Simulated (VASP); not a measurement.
# MgSnO4 (P6/mmm) in VASP: further runs

Runs on MgSnO4. Level: PBE. Tasks: single point, relaxation of cell and atoms.

All numbers are computed with VASP 6.6.1; they aren't measurements. Logs are shortened: lines on timing, memory, paths and dates and some standing lists are left out, and cuts for length are marked.

## Step 1: The cell of the first run

The structure is hexagonal, space group P6/mmm (No. 191). Conventional cell: a = 3.288 Å, b = 3.288 Å, c = 7.300 Å, α = 90.00°, β = 90.00°, γ = 120.00°. Within 3.7 Å of Mg (site symmetry 6/mmm) lie 12 O at 2.72 Å and 6 Mg at 3.29 Å and 2 Sn at 3.65 Å. Sn (site symmetry 6/mmm) has 12 O at 2.55 Å and 6 Sn at 3.29 Å within 3.4 Å. Within 2.6 Å of O (site symmetry 3m) lie 3 O at 1.90 Å and 3 Sn at 2.55 Å.

The cell was generated, and may not be a known phase.

## Step 2: Single point, PBE

Input file INCAR:

```
SYSTEM = MgSnO4
PREC     = Accurate       ! precision mode
ENCUT    = 520            ! plane-wave cutoff, eV
EDIFF    = 1E-6           ! SCF threshold, eV
ISMEAR   = 0              ! smearing method
SIGMA    = 0.1            ! smearing width, eV
LREAL    = .FALSE.        ! projectors in reciprocal space
LASPH    = .TRUE.         ! aspherical terms in the spheres
NELM     = 60             ! most SCF steps
ALGO     = Normal         ! electronic algorithm
ISIF     = 2              ! what is computed and relaxed
LWAVE    = .FALSE.        ! write WAVECAR
LCHARG   = .FALSE.        ! write CHGCAR
GGA      = PE             ! functional
NBANDS   = 29             ! bands
```

Input file KPOINTS:

```
regular mesh
0
G
  6 6 4
  0 0 0
```

Input file POSCAR:

```
MgSnO4
1.0
    3.2876321600      0.0000000000      0.0000000000
   -1.6438160800      2.8471729700      0.0000000000
    0.0000000000      0.0000000000      7.2999408800
Mg Sn O
1 1 4
Direct
    0.0000000000      0.0000000000      0.5000000000
    0.0000000000      0.0000000000      0.0000000000
    0.6666666700      0.3333333300      0.2336920100
    0.3333333300      0.6666666700      0.7663079900
    0.3333333300      0.6666666700      0.2336920100
    0.6666666700      0.3333333300      0.7663079900
```

Potentials or basis: VASP PAW PBE potentials, release 64 (Mg, Sn_d, O).

Started as:

```
cat potpaw_PBE.64/Mg/POTCAR potpaw_PBE.64/Sn_d/POTCAR potpaw_PBE.64/O/POTCAR > POTCAR
mpirun -np 1 vasp_std > vasp.out
```

OUTCAR:

```text
SYSTEM = MgSnO4
   PREC = Accurate
   ENCUT = 520
   EDIFF = 1E-6
   ISMEAR = 0
   LREAL = .FALSE.
   LASPH = .TRUE.
   NELM = 60
   ISIF = 2
   GGA = PE

 ion  position               nearest neighbor table
   1  0.000  0.000  0.500-   3 2.72   4 2.72   5 2.72   6 2.72   3 2.72   6 2.72   4 2.72   5 2.72
                             3 2.72   6 2.72   4 2.72   5 2.72   2 3.65   2 3.65
   2  0.000  0.000  0.000-   3 2.55   4 2.55   5 2.55   6 2.55   3 2.55   6 2.55   4 2.55   5 2.55
                             3 2.55   6 2.55   4 2.55   5 2.55   1 3.65   1 3.65
   3  0.667  0.333  0.234-   5 1.90   5 1.90   5 1.90   2 2.55   2 2.55   2 2.55   1 2.72   1 2.72
                             1 2.72
   4  0.333  0.667  0.766-   6 1.90   6 1.90   6 1.90   2 2.55   2 2.55   2 2.55   1 2.72   1 2.72
                             1 2.72
   5  0.333  0.667  0.234-   3 1.90   3 1.90   3 1.90   2 2.55   2 2.55   2 2.55   1 2.72   1 2.72
                             1 2.72
   6  0.667  0.333  0.766-   4 1.90   4 1.90   4 1.90   2 2.55   2 2.55   2 2.55   1 2.72   1 2.72
                             1 2.72

  LATTYP: Found a hexagonal cell.
 ALAT       =     3.2876321600
 C/A-ratio  =     2.2204250733

  Lattice vectors:

 A1 = (   3.2876321600,   0.0000000000,   0.0000000000)
 A2 = (  -1.6438160800,   2.8471729700,   0.0000000000)
 A3 = (   0.0000000000,   0.0000000000,   7.2999408800)

Analysis of symmetry for initial positions (statically):
=====================================================================
 Subroutine PRICEL returns:
 Original cell was already a primitive cell.

 Routine SETGRP: Setting up the symmetry group for a
 hexagonal supercell.

 Subroutine GETGRP returns: Found 24 space group operations
 (whereof 24 operations were pure point group operations)
 out of a pool of 24 trial point group operations.

The static configuration has the point symmetry D_6h.

Analysis of symmetry for dynamics (positions and initial velocities):
=====================================================================
 Subroutine PRICEL returns:
 Original cell was already a primitive cell.

 Routine SETGRP: Setting up the symmetry group for a
 hexagonal supercell.

 Subroutine GETGRP returns: Found 24 space group operations
 (whereof 24 operations were pure point group operations)
 out of a pool of 24 trial point group operations.

The dynamic configuration has the point symmetry D_6h.

 Subroutine INISYM returns: Found 24 space group operations
 (whereof 24 operations are pure point group operations),
 and found     1 'primitive' translations

----------------------------------------------------------------------------------------

                                     Primitive cell

  volume of cell :      68.3308

  direct lattice vectors                    reciprocal lattice vectors
     3.287632160  0.000000000  0.000000000     0.304170282  0.175612794  0.000000000
    -1.643816080  2.847172970  0.000000000     0.000000000  0.351225588  0.000000000
     0.000000000  0.000000000  7.299940880     0.000000000  0.000000000  0.136987411

  length of vectors
     3.287632160  3.287632161  7.299940880     0.351225588  0.351225588  0.136987411

  position of ions in fractional coordinates (direct lattice)
     0.000000000  0.000000000  0.500000000
     0.000000000  0.000000000  0.000000000
     0.666666670  0.333333330  0.233692010
     0.333333330  0.666666670  0.766307990
     0.333333330  0.666666670  0.233692010
     0.666666670  0.333333330  0.766307990

  ion indices of the primitive-cell ions
   primitive index   ion index
                 1           1
                 2           2
                 3           3
                 4           4
                 5           5
                 6           6

----------------------------------------------------------------------------------------

 KPOINTS: regular mesh

Automatic generation of k-mesh.
 Grid dimensions read from file:
 generate k-points for:    6    6    4

 Generating k-lattice:

  Cartesian coordinates                     Fractional coordinates (reciprocal lattice)
     0.050695047  0.029268799  0.000000000     0.166666667  0.000000000  0.000000000
     0.000000000  0.058537598  0.000000000     0.000000000  0.166666667  0.000000000
     0.000000000  0.000000000  0.034246853     0.000000000  0.000000000  0.250000000

  Length of vectors
     0.058537598  0.058537598  0.034246853

  Shift w.r.t. Gamma in fractional coordinates (k-lattice)
     0.000000000  0.000000000  0.000000000

 Subroutine IBZKPT returns following result:
 ===========================================

 Found     21 irreducible k-points:

 Following reciprocal coordinates:
            Coordinates               Weight
  0.000000  0.000000  0.000000      1.000000
  0.166667 -0.000000  0.000000      6.000000
  0.333333  0.000000  0.000000      6.000000
  0.500000 -0.000000  0.000000      3.000000
  0.166667  0.166667  0.000000      6.000000
  0.333333  0.166667  0.000000     12.000000
[... 13 lines left out ...]
  0.333333  0.166667  0.500000     12.000000
  0.333333  0.333333  0.500000      2.000000
   k-points           NKPTS =     21   k-points in BZ     NKDIM =     21   number of bands    NBANDS=     29
   number of dos      NEDOS =    301   number of ions     NIONS =      6
   total plane-waves  NPLWV =  31104
   dimension x,y,z NGX =    24 NGY =   24 NGZ =   54
   dimension x,y,z NGXF=    48 NGYF=   48 NGZF=  108
   ions per type =               1   1   4
   NGX,Y,Z   is equivalent  to a cutoff of  12.14, 12.14, 12.30 a.u.
   NGXF,Y,Z  is equivalent  to a cutoff of  24.27, 24.27, 24.60 a.u.
 SYSTEM =  MgSnO4
   PREC   = accura    normal or accurate (medium, high low for compatibility)
   ISTART =      0    job   : 0-new  1-cont  2-samecut
   ICHARG =      2    charge: 1-file 2-atom 10-const
   ISPIN  =      1    spin polarized calculation?
   LNONCOLLINEAR =      F non collinear calculations
   LSORBIT =      F    spin-orbit coupling
   LASPH  =      T    aspherical Exc in radial PAW
   ENCUT  =  520.0 eV  38.22 Ry    6.18 a.u.   6.11  6.11 13.57*2*pi/ulx,y,z
   NELM   =     60;   NELMIN=  2; NELMDL= -5     # of ELM steps
   EDIFF  = 0.1E-05   stopping-criterion for ELM
   LREAL  =      F    real-space projection
   EDIFFG = 0.1E-04   stopping-criterion for IOM
   NSW    =      0    number of steps for IOM
   IBRION =     -1    ionic relax: 0-MD 1-quasi-New 2-CG
   NFREE  =      0    steps in history (QN), initial steepest desc. (CG)
   ISIF   =      2    stress and relaxation
   ISYM   =      2    0-nonsym 1-usesym 2-fastsym
   POTIM  = 0.5000    time-step for ionic-motion
   TEBEG  =    0.0;   TEEND  =   0.0 temperature during run
   PSTRESS=    0.0 pullay stress
   NELECT =      40.0000    total number of electrons
   NUPDOWN=      -1.0000    fix difference up-down
   EMIN   =  10.00;   EMAX   =-10.00  energy-range for DOS
   EFERMI =   0.00;   METHOD = LEGACY
   ISMEAR =     0;   SIGMA  =   0.10  broadening in eV -4-tet -1-fermi 0-gaus
   EFERMI_NEDOS =   21; number of points for ismear=-14 and -15
   IALGO  =     38    algorithm
   IMIX   =      4    mixing-type and parameters
     AMIX     =   0.40;   BMIX     =  1.00
     AMIX_MAG =   1.60;   BMIX_MAG =  1.00
  volume/ion in A,a.u.               =      11.39        76.85
  Fermi-wavevector in a.u.,A,eV,Ry     =   1.369481  2.587944 25.517432  1.875478
  Thomas-Fermi vector in A             =   2.495353
   LORBIT       =      0    0 simple, 1 ext, 2 COOP (PROOUT), +10 PAW based schemes
   GGA     = PE    functional components
   LHFCALC =     F    Hartree Fock is set to
   AEXX    =    0.0000 exact exchange contribution
   IVDW    =     0    specifies the selected vdW correction
   LEPSILON=     F    determine dielectric tensor
   LRPA    =     F    only Hartree local field effects (RPA)
 non-spin polarized calculation
 Gauss-broadening in eV      SIGMA  =   0.10
  energy-cutoff  :      520.00
  volume of cell :       68.33
 maximum number of plane-waves:      1860
   NGX = 13   NGY = 13   NGZ = 27

 number of electron      40.0000027 magnetization

 Free energy of the ion-electron system (eV)
  ---------------------------------------------------
  ext. energy  EPLUGINS =         0.00000000
  ---------------------------------------------------
  free energy    TOTEN  =       -22.91584215 eV

  energy without entropy =      -22.90121958  energy(sigma->0) =      -22.90853087

 E-fermi :   6.6715     XC(G=0): -11.0809

 val. band max:        6.5951552276   @ k =   0.5000  -0.0000   0.5000
 cond. band min:       6.6887766570   @ k =   0.1667  -0.0000   0.5000
 fundamental gap:      0.0936214294
 Fermi energy:         6.6715353814

 k-point     1 :       0.0000    0.0000    0.0000
  band No.  band energies     occupation
      1     -14.9856      2.00000
      2     -14.8581      2.00000
      3     -14.8581      2.00000
      4     -14.6939      2.00000
      5     -14.6781      2.00000
      6     -14.6781      2.00000
[... 21 lines left out ...]
     28      16.2587      0.00000
     29      18.3976      0.00000

 k-point     2 :       0.1667   -0.0000    0.0000
  band No.  band energies     occupation
      1     -14.9082      2.00000
      2     -14.8800      2.00000
      3     -14.8454      2.00000
      4     -14.8128      2.00000
      5     -14.6858      2.00000
      6     -14.4957      2.00000
[... 21 lines left out ...]
     28      15.9172      0.00000
     29      16.5676      0.00000

 k-point     3 :       0.3333    0.0000    0.0000
  band No.  band energies     occupation
      1     -15.0107      2.00000
      2     -14.9328      2.00000
      3     -14.7257      2.00000
      4     -14.7206      2.00000
      5     -14.7011      2.00000
      6     -13.7105      2.00000
[... 542 lines left out ...]
      5     -14.6861      2.00000
      6     -12.9738      2.00000
[... 21 lines left out ...]
     28      12.8198      0.00000
     29      14.2634      0.00000

 k-point    21 :       0.3333    0.3333    0.5000
  band No.  band energies     occupation
      1     -14.8740      2.00000
      2     -14.8740      2.00000
      3     -14.8149      2.00000
      4     -14.8149      2.00000
      5     -14.6833      2.00000
      6     -11.9692      2.00000
[... 21 lines left out ...]
     28      11.9189      0.00000
     29      13.8737      0.00000

------------------------ aborting loop because EDIFF is reached ----------------------------------------

  FORCE on cell =-STRESS in cart. coord.  units (eV):
  Direction    XX          YY          ZZ          XY          YZ          ZX
  --------------------------------------------------------------------------------------
  -------------------------------------------------------------------------------------
  Total       17.4228200     17.4228200     -9.3711367      0.0000000      0.0000000     -0.0000000
  in kB      408.5193357    408.5193361   -219.7285239      0.0000000      0.0000000     -0.0000000
  external PRESSURE =     199.1033826 kB  Pullay stress =       0.0000000 kB

 VOLUME and BASIS-vectors are now :
 -----------------------------------------------------------------------------
  energy-cutoff  :      520.00
  volume of cell :       68.33
      direct lattice vectors                 reciprocal lattice vectors
     3.287632160  0.000000000  0.000000000     0.304170282  0.175612794  0.000000000
    -1.643816080  2.847172970  0.000000000     0.000000000  0.351225588  0.000000000
     0.000000000  0.000000000  7.299940880     0.000000000  0.000000000  0.136987411

 POSITION                                       TOTAL-FORCE (eV/Angst)
 -----------------------------------------------------------------------------------
      0.00000      0.00000      3.64997        -0.000000      0.000000      0.000000
      0.00000      0.00000      0.00000        -0.000000      0.000000      0.000000
      1.64382      0.94906      1.70594         0.000000      0.000000      1.219228
     -0.00000      1.89812      5.59400         0.000000     -0.000000     -1.219228
     -0.00000      1.89812      1.70594        -0.000000      0.000000      1.219228
      1.64382      0.94906      5.59400        -0.000000      0.000000     -1.219228
 -----------------------------------------------------------------------------------
    total drift:                                0.000000     -0.000000     -0.000000

  FREE ENERGIE OF THE ION-ELECTRON SYSTEM (eV)
  ---------------------------------------------------
  free  energy   TOTEN  =       -22.9158421516 eV

  energy  without entropy=      -22.9012195833  energy(sigma->0) =      -22.90853087
```

It took 46 s on 1 thread of Oxide Virtual Turin-like, shared host; peak memory 0.16 GiB.

Results:

* Free energy: -22.9158 eV
* Pressure: 19.9 GPa
* Largest force: 1.219 eV/Å
* Band gap on the k mesh: zero (bands 20 and 21 overlap by 1.19 eV)

Forces on the atoms (eV/Å):
```
Mg   0.000  0.000  0.000
Sn   0.000  0.000  0.000
O    0.000  0.000  1.219
O    0.000  0.000 -1.219
O    0.000  0.000  1.219
O    0.000  0.000 -1.219
```

Caveat: the k points lie up to 0.37 Å⁻¹ apart, too coarse for converged energies and pressures of a metal; spin-orbit coupling is left out, which moves the levels of the heavy elements; forces of over 1 eV/Å act on the atoms, so gaps and moduli don't describe the material at rest.

## Step 3: Single point, PBE

This run uses another cell than the first one, of the same volume but with other edges.

Input file INCAR:

```
SYSTEM = MgSnO4
ALGO = Normal
EDIFF = 1E-6
ENCUT = 520
GGA = PE
ISIF = 2
ISMEAR = 0
LASPH = .TRUE.
LCHARG = .FALSE.
LREAL = .FALSE.
LWAVE = .FALSE.
NBANDS = 29
NELM = 80
PREC = Accurate
SIGMA = 0.1
```

Input file KPOINTS:

```
k-points
0
G
  6 6 4
  0 0 0
```

Input file POSCAR:

```
MgSnO4
1.0
    3.6234057470      0.0000000000      0.0000000000
   -1.8117028735      3.1379614251      0.0000000000
    0.0000000000      0.0000000000      6.0035434514
Mg Sn O
1 1 4
Direct
    0.0000000000      0.0000000000      0.5000000000
    0.0000000000      0.0000000000      0.0000000000
    0.6666666667      0.3333333333      0.2635644113
    0.3333333333      0.6666666667      0.7364355887
    0.3333333333      0.6666666667      0.2635644113
    0.6666666667      0.3333333333      0.7364355887
```

Potentials or basis: VASP PAW PBE potentials, release 64 (Mg, Sn_d, O).

Started as:

```
cat potpaw_PBE.64/Mg/POTCAR potpaw_PBE.64/Sn_d/POTCAR potpaw_PBE.64/O/POTCAR > POTCAR
mpirun -np 1 vasp_std > vasp.out
```

Wall time 61 s (1 thread of Oxide Virtual Turin-like, shared host); peak memory 0.17 GiB.

Results (log left out):

- Free energy: -26.6035 eV
- Pressure: -0.3 GPa
- Largest force: 0.009 eV/Å
- Band gap on the k mesh: zero (bands 20 and 21 overlap by 1.13 eV)

Forces in eV/Å, atoms in the order of the input:
```
Mg   0.000  0.000  0.000
Sn   0.000  0.000  0.000
O    0.000  0.000  0.009
O    0.000  0.000 -0.009
O    0.000  0.000  0.009
O    0.000  0.000 -0.009
```

Stress tensor (GPa, compression positive):
```
-0.24  0.00  0.00
 0.00 -0.24  0.00
 0.00  0.00 -0.35
```

Levels at points of the mesh, in eV from the Fermi level:
```
           k point  band 18  band 19  band 20  band 21  band 22  band 23
(0.00, 0.00, 0.00)    -1.47    -1.47    -0.78    -0.78    -0.42     2.90
(0.50, 0.00, 0.00)    -0.93    -0.54    -0.47     0.53     0.64     3.63
(0.00, 0.00, 0.50)    -1.16    -0.98    -0.98    -0.94    -0.65     1.71
(0.50, 0.00, 0.50)    -0.68    -0.66    -0.15     0.54     0.63     4.23
```

Caveat: spin-orbit coupling is left out, which moves the levels of the heavy elements.

## Step 4: Single point, PBE

This run uses another cell than the first one, of 11.20 Å³/atom.

Input file INCAR:

```
  ALGO = Fast
  EDIFF = 1E-6
  ENCUT = 520
  GGA = PE
  ISIF = 2
  ISMEAR = 0
  LASPH = T
  LCHARG = F
  LREAL = F
  LWAVE = F
  NBANDS = 29
  NELM = 60
  PREC = Accurate
  SIGMA = 0.1
```

Input file KPOINTS:

```
k-points
0
Gamma
  12 12 6
```

Input file POSCAR:

```
MgSnO4
1.0
    3.6267859543      0.0000000000      0.0000000000
   -1.8133929772      3.1408887705      0.0000000000
    0.0000000000      0.0000000000      5.9015029598
Mg Sn O
1 1 4
Direct
    0.0000000000      0.0000000000      0.5000000000
    0.0000000000      0.0000000000      0.0000000000
    0.6666666667      0.3333333333      0.2569920703
    0.3333333333      0.6666666667      0.7430079297
    0.3333333333      0.6666666667      0.2569920703
    0.6666666667      0.3333333333      0.7430079297
```

Started as:

```
cat potpaw_PBE.64/Mg/POTCAR potpaw_PBE.64/Sn_d/POTCAR potpaw_PBE.64/O/POTCAR > POTCAR
mpirun -np 1 vasp_std > vasp.out
```

Run time: 4.5 min. Hardware: 1 thread of Oxide Virtual Turin-like, shared host; peak memory 0.25 GiB.

Results (log left out):

```
Free energy            : -26.6190 eV
Pressure               : -0.3 GPa
Largest force          : 0.018 eV/Å
Band gap on the k mesh : zero (bands 20 and 21 overlap by 1.41 eV)
```

Forces in eV/Å, atoms in the order of the input:
```
Mg   0.000  0.000  0.000
Sn   0.000  0.000  0.000
O    0.000  0.000  0.018
O    0.000  0.000 -0.018
O    0.000  0.000  0.018
O    0.000  0.000 -0.018
```

Levels at points of the mesh, in eV from the Fermi level:
```tsv
k point	band 17	band 18	band 19	band 20	band 21	band 22	band 23	band 24
(0.00, 0.00, 0.00)	-1.69	-1.58	-1.58	-0.79	-0.79	-0.39	2.79	5.96
(0.50, 0.00, 0.00)	-1.35	-0.95	-0.54	-0.22	0.51	0.62	4.13	4.65
(0.00, 0.00, 0.50)	-1.42	-1.09	-1.03	-0.98	-0.98	-0.61	1.62	7.47
(0.50, 0.00, 0.50)	-2.55	-0.72	-0.65	0.05	0.53	0.61	4.16	5.00
```

Caveat: spin-orbit coupling is left out, which moves the levels of the heavy elements.

(Part 1 of 2 ends here.)

The gap in the log of VASP goes by the Fermi energy; the results here count the filled bands.